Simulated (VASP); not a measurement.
Runs of VASP 6.6.1 on Cu. The structure is that of space group Im-3m (No. 229), or close to it. The cells are those of the table. 

```tsv
cell	gap on the mesh (eV)	pressure (GPa)
a = 2.418 Å, angles 110.9, 110.9, 106.6°, 1 atom	none	11.0
a = 2.338 Å, angles 108.2, 108.2, 112.0°, 1 atom	none	38.0
a = 2.377 Å, angles 109.6, 109.6, 109.3°, 1 atom	none	(b)
a = 2.459 Å, angles 110.2, 110.2, 108.0°, 1 atom	none	1.2
a = 2.480 Å, angles 108.9, 108.9, 110.7°, 1 atom	none	-2.8
a = 2.380 Å, angles 107.6, 107.6, 113.4°, 1 atom	none	(a)
a = 2.442 Å, angles 107.6, 107.6, 113.3°, 1 atom	none	5.5
```

Alike in all rows: task single point; level r2SCAN; potentials or basis VASP PAW PBE potentials, release 64 (Cu); no spin polarisation; k mesh 24 × 24 × 24; cutoff (eV) 520; smearing gaussian 0.15 eV.

Question: Estimate the missing entries.

Answer: (a) 22.6; (b) 22.5.

Caveats: the PAW data sets were made with another functional, which shifts forces and pressure a little; the cell stands under pressure (at least some runs).

A gap of «none» marks levels without a gap at the run's occupations.
